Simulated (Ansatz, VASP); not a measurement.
One calculation of K, two programs

INCAR

```
  PREC = Accurate
  ENCUT = 500
  EDIFF = 1E-6
  ISMEAR = 0
  SIGMA = 0.1
  LREAL = False
  LASPH = True
  NELM = 120
  ALGO = Normal
  ISIF = 2
  LWAVE = False
  LCHARG = False
  GGA = PS
  NBANDS = 10
  GGA_COMPAT = False
```

File KPOINTS:

```
regular mesh
0
Gamma
  12 12 12
```

File POSCAR:

```
K
1.0
   -2.6076631476      2.6076631476      2.6076631476
    2.6076631476     -2.6076631476      2.6076631476
    2.6076631476      2.6076631476     -2.6076631476
K
1
Direct
    0.0000000000      0.0000000000      0.0000000000
```

Input for Ansatz:

```yaml
crystal:
  lattice:
    - [-2.6076631476, 2.6076631476, 2.6076631476]
    - [2.6076631476, -2.6076631476, 2.6076631476]
    - [2.6076631476, 2.6076631476, -2.6076631476]
  atoms:
    - { symbol: K, position: [0.0, 0.0, 0.0] }
basis:
  ecutwfc: 600.0
kpoints:
  mp_grid: { grid: [12, 12, 12] }
hamiltonian:
  xc: pbesol
scf:
  occupations: { method: gaussian, width: 0.1 }
output:
  forces: true
  stress: true
  eigenvalues: true
```

Alike in both runs: task single point; functional PBEsol; k mesh 12 × 12 × 12; occupations gaussian, width 0.1 eV; no spin polarisation.

|  | VASP | Ansatz |
| --- | --- | --- |
| version | VASP 6.6.1 | Ansatz 0.2.0 |
| potentials or method | VASP PAW PBE potentials, release 64 (K_sv), cutoff 500 eV | scalar-relativistic, plane waves, PAW |
| valence electrons in the cell | 9 | 9 |

```tsv
	VASP	Ansatz	Ansatz less VASP
gap on the k mesh at the Fermi level (eV)	none	none	-
pressure (GPa)	0.0	0.0	+0.01
```

VASP's potentials were made for PBE, not for PBEsol. A gap of «none» marks a metal or a gap that the smearing closes. With one functional, cell and mesh, what is left measures potentials, basis and numerics.
